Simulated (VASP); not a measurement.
The system is Hf2Sb4Pb.

```
Hf Sb Pb
1.0
    -3.43795    3.43795    4.22839
     3.43795   -3.43795    4.22839
     3.43795    3.43795   -4.22839
Hf Sb Pb
2 4 1
Direct
  0.75000 0.25000 0.50000
  0.25000 0.75000 0.50000
  0.22018 0.22018 0.44037
  0.77982 0.77982 0.55963
  0.22018 0.77982 0.00000
  0.77982 0.22018 0.00000
  0.00000 0.00000 0.00000
```

- Program: VASP 6.6.1
- Task: relaxation of cell and atoms
- Functional: PBEsol
- Potentials or basis: VASP PAW PBE potentials, release 64 (Hf_pv, Sb, Pb_d)
- Cutoff: 600 eV
- k mesh: 4 × 4 × 4
- Occupations: fermi-dirac, width 0.03 eV
- Spin: no spin polarisation

At the start: pressure 37.7 GPa; volume 28.56 Å³/atom.

How do energy, volume and symmetry change on relaxing?

Over 26 steps the energy falls by 3087.2 meV/atom and the volume is 25.13 Å³/atom (-12.0 %); space group I4/mmm (No. 139, to 0.1 Å) before and after.

The path:
```csv
step,energy change (eV),largest force (eV/Å),pressure (GPa),volume (Å³)
1,0.0000,19.9506,37.73,199.91
2,-4.3360,0.0614,-9.26,422.64
3,-6.0519,0.2219,-10.30,393.51
4,-7.9042,0.3862,-11.20,366.46
5,-14.7391,0.1996,-12.16,279.19
6,-17.0384,1.1954,-7.83,238.42
7,-17.0291,1.4998,-6.88,234.73
8,-17.0414,1.3529,-7.34,236.43
9,-19.3384,1.3526,-2.61,198.01
10,-20.0569,1.4168,4.40,174.92
11,-20.0882,1.4360,9.49,164.89
12,-20.9941,0.6147,9.96,160.15
13,-21.0222,0.4280,11.29,157.70
14,-21.0556,0.4869,10.70,158.57
15,-21.5984,0.1035,0.43,175.07
16,-21.6001,0.0841,-0.12,176.26
17,-21.6000,0.0905,0.02,175.89
18,-21.6052,0.0883,0.10,175.80
19,-21.6078,0.0767,0.21,175.64
20,-21.6080,0.0799,0.19,175.68
21,-21.6089,0.0612,-0.03,176.10
22,-21.6090,0.0385,-0.27,176.59
23,-21.6091,0.0475,-0.18,176.40
24,-21.6098,0.0305,-0.13,176.22
25,-21.6103,0.0022,-0.03,175.89
26,-21.6103,0.0010,-0.02,175.90
```

Final structure:
```xyz
7
Lattice="-3.8279 3.8279 3.0011 3.8279 -3.8279 3.0011 3.8279 3.8279 -3.0011" Properties=species:S:1:pos:R:3 pbc="T T T"
Hf    0.0000    3.8279    1.5006
Hf    3.8279    0.0000    1.5006
Sb    2.1926    2.1926    0.0000
Sb    1.6353    1.6353    3.0011
Sb    1.6353   -1.6353    3.0011
Sb   -1.6353    1.6353    3.0011
Pb    0.0000    0.0000    0.0000
```

Caveat: the PAW data sets were made with another functional, which shifts forces and pressure a little.
